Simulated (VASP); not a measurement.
# K2TiH6 (P-3m1) in VASP: settings compared, part 2 of 2

VASP 6.6.1.

### Step 4. Single point, r2SCAN+D3(BJ)+U

Input file POSCAR:

```
K2TiH6
1.0
    2.6877370000      4.6552950000      0.0000000000
   -2.6877370000      4.6552950000      0.0000000000
    0.0000000000      0.0000000000      4.3708410000
K Ti H
2 1 6
Direct
    0.3333300000      0.3333400000      0.6925400000
    0.6666700000      0.6666600000      0.3074600000
    0.0000000000      0.0000000000      0.0000000000
    0.1554900000      0.1555000000      0.2223700000
    0.6890100000      0.1554900000      0.2223700000
    0.1555000000      0.6890100000      0.2223700000
    0.3109900000      0.8445000000      0.7776300000
    0.8445000000      0.8445100000      0.7776300000
    0.8445100000      0.3109900000      0.7776300000
```

Input file INCAR.step1:

```
SYSTEM = K2TiH6
PREC = Accurate ; ENCUT = 520
ISMEAR = -4 ; SIGMA = 0.1
LREAL = .False. ; LASPH = .True.
NELM = 150 ; LMAXMIX = 4
LDAU = .True. ; LDAUTYPE = 2
LDAUL = -1 2 -1 ; LDAUU = 0 2 0
LDAUJ = 0 0 0 ; NBANDS = 28
NELECT = 37.0 ; GGA = PE
ALGO = Normal ; EDIFF = 1E-4
LWAVE = .True. ; LCHARG = .False.
```

Input file INCAR.step2:

```
SYSTEM = K2TiH6
PREC = Accurate ; ENCUT = 520
EDIFF = 1E-7 ; ISMEAR = -4
SIGMA = 0.1 ; LREAL = .False.
LASPH = .True. ; NELM = 150
ALGO = Normal ; ISIF = 2
LWAVE = .False. ; LCHARG = .False.
LMAXMIX = 4 ; LDAU = .True.
LDAUTYPE = 2 ; LDAUL = -1 2 -1
LDAUU = 0 2 0 ; LDAUJ = 0 0 0
LDAUPRINT = 1 ; METAGGA = R2SCAN
LMIXTAU = .True. ; IVDW = 12
VDW_S6 = 1.0 ; VDW_S8 = 0.78981345
VDW_A1 = 0.49484001 ; VDW_A2 = 5.73083694
NBANDS = 28 ; NELECT = 37.0
ISTART = 1
```

Input file KPOINTS:

```
regular mesh
0
Gamma
  4 4 4
  0 0 0
```

Potentials or basis: VASP PAW PBE potentials, release 64 (K_sv, Ti_sv, H).

Launch:

```bash
> cat potpaw_PBE.64/K_sv/POTCAR potpaw_PBE.64/Ti_sv/POTCAR potpaw_PBE.64/H/POTCAR > POTCAR
> cp INCAR.step1 INCAR
> mpirun -np 1 vasp_std > vasp.out
> cp INCAR.step2 INCAR
> mpirun -np 1 vasp_std > vasp.out
```

OUTCAR:

```text
SYSTEM = K2TiH6
   PREC = Accurate
   ENCUT = 520
   EDIFF = 1E-7
   ISMEAR = -4
   LREAL = .False.
   LASPH = .True.
   NELM = 150
   ISIF = 2
   METAGGA = R2SCAN
   IVDW = 12
   NELECT = 37.0
   ISTART = 1
 IVDW          = 12

 ion  position               nearest neighbor table
   1  0.333  0.333  0.693-   2 3.53   2 3.53   2 3.53
   2  0.667  0.667  0.307-   1 3.53   1 3.53   1 3.53
   3  0.000  0.000  0.000-   4 1.74   8 1.74   5 1.74   9 1.74   6 1.74   7 1.74
   4  0.155  0.156  0.222-   3 1.74
   5  0.689  0.155  0.222-   3 1.74
   6  0.156  0.689  0.222-   3 1.74
   7  0.311  0.844  0.778-   3 1.74
   8  0.844  0.845  0.778-   3 1.74
   9  0.845  0.311  0.778-   3 1.74

  LATTYP: Found a hexagonal cell.
 ALAT       =     5.3754722321
 C/A-ratio  =     0.8131082836

  Lattice vectors:

 A1 = (   2.6877370000,  -4.6552950000,   0.0000000000)
 A2 = (   2.6877370000,   4.6552950000,   0.0000000000)
 A3 = (   0.0000000000,   0.0000000000,   4.3708410000)

Analysis of symmetry for initial positions (statically):
=====================================================================
 Subroutine PRICEL returns:
 Original cell was already a primitive cell.

 Routine SETGRP: Setting up the symmetry group for a
 hexagonal supercell.

 Subroutine GETGRP returns: Found  2 space group operations
 (whereof  2 operations were pure point group operations)
 out of a pool of 24 trial point group operations.

The static configuration has the point symmetry C_2 .

Analysis of symmetry for dynamics (positions and initial velocities):
=====================================================================
 Subroutine PRICEL returns:
[... 194 lines left out ...]
  o =  0.2987  v = -0.3102  0.6791 -0.0000  0.3919 -0.5375  0.0000  0.0000  0.0000  0.0000  0.0000      0.0000  0.0000  0.0000  0.0000  0.0000  0.0000  0.0000  0.0000  0.0000  0.0000
  o =  0.2987  v =  0.0000  0.0000  0.0000  0.0000  0.0000 -0.3102  0.6791 -0.0000  0.3919 -0.5375      0.0000  0.0000  0.0000  0.0000  0.0000  0.0000  0.0000  0.0000  0.0000  0.0000
  o =  0.2991  v =  0.0000  0.0000  0.0000  0.0000  0.0000  0.5406  0.3905 -0.0029 -0.6767 -0.3120      0.0000  0.0000  0.0000  0.0000  0.0000  0.0000  0.0000  0.0000  0.0000  0.0000
  o =  0.2991  v =  0.5406  0.3905 -0.0029 -0.6767 -0.3120  0.0000  0.0000  0.0000  0.0000  0.0000      0.0000  0.0000  0.0000  0.0000  0.0000  0.0000  0.0000  0.0000  0.0000  0.0000

 number of electron      36.9999996 magnetization

 Free energy of the ion-electron system (eV)
  ---------------------------------------------------
  ext. energy  EPLUGINS =         0.00000000
  ---------------------------------------------------
  free energy    TOTEN  =       -43.05330558 eV

  energy without entropy =      -43.05330558  energy(sigma->0) =      -43.05330558

 E-fermi :   2.6578     XC(G=0):  -9.3059

 val. band max:        2.6407206539   @ k =   0.5000  -0.0000   0.2500
 cond. band min:       2.6389997434   @ k =  -0.0000   0.2500   0.5000
 fundamental gap:     -0.0017209105
 Fermi energy:         2.6577952359

 k-point     1 :       0.0000    0.0000    0.0000
  band No.  band energies     occupation
      1     -57.9755      2.00000
      2     -33.2374      2.00000
      3     -33.2311      2.00000
      4     -33.1247      2.00000
      5     -30.5817      2.00000
      6     -30.4984      2.00000
[... 733 lines left out ...]
     27       8.0326      0.00000
     28       8.5166      0.00000

------------------------ aborting loop because EDIFF is reached ----------------------------------------

 Edisp (eV)   -0.61392

 E8    (eV) :    -0.2075

  FORCE on cell =-STRESS in cart. coord.  units (eV):
  Direction    XX          YY          ZZ          XY          YZ          ZX
  --------------------------------------------------------------------------------------
  -------------------------------------------------------------------------------------
  Total      10.24639    10.24064     8.15861    -0.00497    -0.00125     0.00216
  in kB     150.09025   150.00603   119.50816    -0.07282    -0.01828     0.03160
  external pressure =      139.87 kB  Pullay stress =        0.00 kB

 VOLUME and BASIS-vectors are now :
 -----------------------------------------------------------------------------
  energy-cutoff  :      520.00
  volume of cell :      109.38
      direct lattice vectors                 reciprocal lattice vectors
     2.687737000  4.655295000  0.000000000     0.186030106  0.107404579  0.000000000
    -2.687737000  4.655295000  0.000000000    -0.186030106  0.107404579  0.000000000
     0.000000000  0.000000000  4.370841000     0.000000000  0.000000000  0.228788922

 POSITION                                       TOTAL-FORCE (eV/Angst)
 -----------------------------------------------------------------------------------
     -0.00003      3.10355      3.02698         0.001073     -0.000619      0.010184
      0.00003      6.20704      1.34386        -0.001073      0.000620     -0.010184
      0.00000      0.00000      0.00000        -0.000006     -0.000010      0.000000
     -0.00003      1.44775      0.97194        -0.000346      0.880249      0.351065
      1.43396      3.93140      0.97194        -0.762508     -0.439789      0.351063
     -1.43393      3.93144      0.97194         0.763032     -0.440557      0.350857
     -1.43393      5.37915      3.39890         0.762491      0.439825     -0.351065
     -0.00003      7.86284      3.39890         0.000385     -0.880245     -0.351063
      1.43396      5.37919      3.39890        -0.763050      0.440527     -0.350857
 -----------------------------------------------------------------------------------
    total drift:                               -0.000002     -0.000003      0.000000

  FREE ENERGIE OF THE ION-ELECTRON SYSTEM (eV)
  ---------------------------------------------------
  free  energy   TOTEN  =       -43.6672267064 eV

  energy  without entropy=      -43.6672267064  energy(sigma->0) =      -43.66722671
```

OSZICAR.step1:

```text
N       E                     dE             d eps       ncg     rms          rms(c)
DAV:   1     0.323970585581E+03    0.32397E+03   -0.16882E+04  1344   0.125E+03
DAV:   2    -0.318848115572E+01   -0.32716E+03   -0.31786E+03  1412   0.384E+02
DAV:   3    -0.305875074017E+02   -0.27399E+02   -0.27260E+02  2296   0.101E+02
DAV:   4    -0.314011253111E+02   -0.81362E+00   -0.80897E+00  1824   0.156E+01
DAV:   5    -0.314462764720E+02   -0.45151E-01   -0.45131E-01  2148   0.311E+00    0.168E+01
DAV:   6    -0.272354239706E+02    0.42109E+01   -0.11271E+01  1708   0.241E+01    0.653E+00
DAV:   7    -0.267794655971E+02    0.45596E+00   -0.17816E+00  1720   0.795E+00    0.498E+00
DAV:   8    -0.266678806190E+02    0.11158E+00   -0.70357E-01  1800   0.372E+00    0.194E+00
DAV:   9    -0.266808174438E+02   -0.12937E-01   -0.81147E-02  1820   0.201E+00    0.352E-01
DAV:  10    -0.266811931275E+02   -0.37568E-03   -0.61403E-03  1988   0.577E-01    0.188E-01
DAV:  11    -0.266817295445E+02   -0.53642E-03   -0.16214E-03  1680   0.282E-01    0.642E-02
DAV:  12    -0.266816393748E+02    0.90170E-04   -0.37409E-04  1692   0.158E-01
   1 F= -.26681639E+02 E0= -.26681639E+02  d E =0.000000E+00
```

Wall time 12 min (1 thread of Intel Xeon 8259CL, shared host); peak memory 0.29 GiB.

Results:

* Free energy: -43.6672 eV
* Largest force: 0.948 eV/Å
* Dispersion energy per atom: -0.068 eV

Forces in eV/Å, atoms in the order of the input:
```
K    0.001 -0.001  0.010
K   -0.001  0.001 -0.010
Ti   0.000  0.000  0.000
H    0.000  0.880  0.351
H   -0.763 -0.440  0.351
H    0.763 -0.441  0.351
H    0.762  0.440 -0.351
H    0.000 -0.880 -0.351
H   -0.763  0.441 -0.351
```

Levels at points of the mesh, in eV from the Fermi level:
```csv
k point,band 16,band 17,band 18,band 19,band 20,band 21,band 22,band 23
"(0.00, 0.00, 0.00)",-4.04,-4.04,-3.73,-0.41,0.30,0.31,3.35,3.35
"(0.50, 0.00, 0.00)",-4.38,-3.89,-2.57,-0.28,0.13,0.43,1.96,4.07
"(0.00, 0.50, 0.00)",-4.38,-3.89,-2.57,-0.28,0.12,0.44,1.95,4.08
"(0.00, 0.00, 0.50)",-5.10,-3.51,-3.51,0.09,0.10,0.74,2.85,2.85
"(0.50, 0.00, 0.50)",-4.62,-4.42,-3.56,-0.13,0.27,0.81,2.11,3.10
"(0.00, 0.50, 0.50)",-4.62,-4.41,-3.56,-0.14,0.28,0.81,2.11,3.11
```

Eigenvalues of the final occupation matrices:
| site | spin | trace | eigenvalues |
| --- | --- | --- | --- |
| site 3 d | 1 | 0.90 | 0.07 0.08 0.15 0.30 0.30 |
| site 3 d | 2 | 0.90 | 0.07 0.08 0.15 0.30 0.30 |

Caveat: the cell carries a net charge on a neutralising background, which shifts energy and pressure; the cell is charged against a uniform background, so pressure and absolute levels hang on convention; three body term missing; the PAW data sets were made with another functional, which shifts forces and pressure a little; U without spin polarisation on a metal has little footing; the U is typed as a test and isn't derived for this compound; tetrahedron occupations give inexact forces and stress in metals.

### Step 5. Single point, r2SCAN

POSCAR is that of step 4.

Input file INCAR.step1:

```
PREC = Accurate
ENCUT = 520
ISMEAR = 0
SIGMA = 0.0357
LREAL = False
LASPH = True
NELM = 60
NBANDS = 28
NELECT = 37.0
ISYM = 0
GGA = PE
ALGO = Normal
EDIFF = 1E-4
LWAVE = True
LCHARG = False
```

Input file INCAR.step2:

```
PREC = Accurate
ENCUT = 520
EDIFF = 1E-6
ISMEAR = 0
SIGMA = 0.0357
LREAL = False
LASPH = True
NELM = 60
ALGO = Normal
ISIF = 2
LWAVE = False
LCHARG = False
METAGGA = R2SCAN
LMIXTAU = True
NBANDS = 28
NELECT = 37.0
ISYM = 0
ISTART = 1
```

Input file KPOINTS:

```
Automatic mesh
0
Gamma
  5 5 5
  0.5 0.5 0.5
```

Launch:

```bash
> cat potpaw_PBE.64/K_sv/POTCAR potpaw_PBE.64/Ti_sv/POTCAR potpaw_PBE.64/H/POTCAR > POTCAR
> cp INCAR.step1 INCAR
> mpirun -np 1 vasp_std > vasp.out
> cp INCAR.step2 INCAR
> mpirun -np 1 vasp_std > vasp.out
```

Wall time 54 min (1 thread of Intel Xeon 8259CL, shared host); peak memory 0.63 GiB.

The run converged. Its results:

| Quantity | Value |
| --- | --- |
| Free energy | -44.4567 eV |
| Largest force | 0.907 eV/Å |

Forces in eV/Å, atoms in the order of the input:
```
K    0.000  0.000  0.013
K    0.000  0.000 -0.013
Ti   0.000  0.000  0.000
H    0.000  0.847  0.324
H   -0.733 -0.423  0.324
H    0.733 -0.423  0.324
H    0.733  0.423 -0.324
H    0.000 -0.847 -0.324
H   -0.733  0.423 -0.324
```

Levels at points of the mesh, in eV from the Fermi level:
| k point | band 16 | band 17 | band 18 | band 19 | band 20 | band 21 | band 22 | band 23 |
| --- | --- | --- | --- | --- | --- | --- | --- | --- |
| (0.50, 0.50, 0.50) | -4.24 | -4.05 | -3.18 | -0.10 | 0.24 | 0.84 | 2.39 | 3.40 |
| (0.00, 0.50, 0.50) | -4.24 | -4.05 | -3.18 | -0.10 | 0.24 | 0.84 | 2.39 | 3.40 |
| (0.50, 0.00, 0.50) | -4.24 | -4.05 | -3.18 | -0.10 | 0.24 | 0.84 | 2.39 | 3.40 |

Caveat: the cell carries a net charge on a neutralising background, which shifts energy and pressure; the cell is charged against a uniform background, so pressure and absolute levels hang on convention; the PAW data sets were made with another functional, which shifts forces and pressure a little.
